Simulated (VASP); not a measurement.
BP: single point with BLYP+D3(BJ)

BP:

```
P B
1.0
     0.00000    2.25377    2.25377
     2.25377    0.00000    2.25377
     2.25377    2.25377    0.00000
P B
1 1
Cartesian
  3.3807 3.3807 3.3807
  0.0000 0.0000 0.0000
```

| Property | Result |
| --- | --- |
| Program | VASP 6.6.1 |
| Task | single point |
| Functional | BLYP |
| Dispersion | D3(BJ) |
| Potentials or basis | VASP PAW PBE potentials, release 64 (P, B) |
| Cutoff | 520 eV |
| k mesh | 10 × 10 × 10 |
| Occupations | fermi-dirac, width 0.05 eV |
| Spin | no spin polarisation |

| Property | Result |
| --- | --- |
| Pressure | -0.4 GPa |
| Band gap on the k mesh | 1.51 eV, indirect (least direct gap 3.61 eV) |
| Dispersion energy per atom | -0.700 eV |

Levels at points of the mesh, in eV from the valence-band top:
```csv
k point,band 2,band 3,band 4,band 5,band 6,band 7
"(0.00, 0.00, 0.00)",0.00,0.00,0.00,3.61,3.61,3.61
"(0.50, 0.00, 0.00)",-8.97,-1.74,-1.74,4.08,4.96,4.96
"(0.50, 0.50, 0.00)",-8.54,-4.08,-4.08,1.62,1.96,12.38
```

It took 9.4 s on 1 thread of Intel Xeon 6975P-C (shared host), peak memory 0.15 GiB.

Caveat: the PAW data sets were made with another functional, which shifts forces and pressure a little. BLYP gaps usually lie below the measured ones, often by a third to a half.
